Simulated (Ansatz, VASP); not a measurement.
## KF: VASP beside Ansatz

```
CELL_PARAMETERS angstrom
-0.16845 2.60963 2.60963
2.60963 -0.16845 2.60963
2.60963 2.60963 -0.16845
ATOMIC_POSITIONS crystal
K 0.00000 0.00000 0.00000
F 0.50000 0.50000 0.50000
```

Change from the starting cell: epitaxial_111 strain +4.5%.

Alike in both runs: task single point; functional PBE; k mesh 8 × 8 × 8; occupations fermi-dirac, width 0.02 eV; no spin polarisation.

|  | VASP | Ansatz |
| --- | --- | --- |
| version | VASP 6.6.1 | Ansatz 0.2.0 |
| potentials or method | VASP PAW PBE potentials, release 64 (K_sv, F) | plane waves, PAW |
| plane-wave cutoff (eV) | 520 | 420 |
| valence electrons in the cell | 16 | 16 |

|  | VASP | Ansatz | Ansatz less VASP |
| --- | --- | --- | --- |
| gap on the k mesh at the Fermi level (eV) | 5.96 | 5.98 | +0.016 |
| pressure (GPa) | 0.5 | 0.5 | -0.02 |
| traceless stress, the component that is largest in VASP (GPa) | 0.68 | 0.69 | +0.011 |

The functional is the same, so the differences come from potentials, cutoffs and numerics.
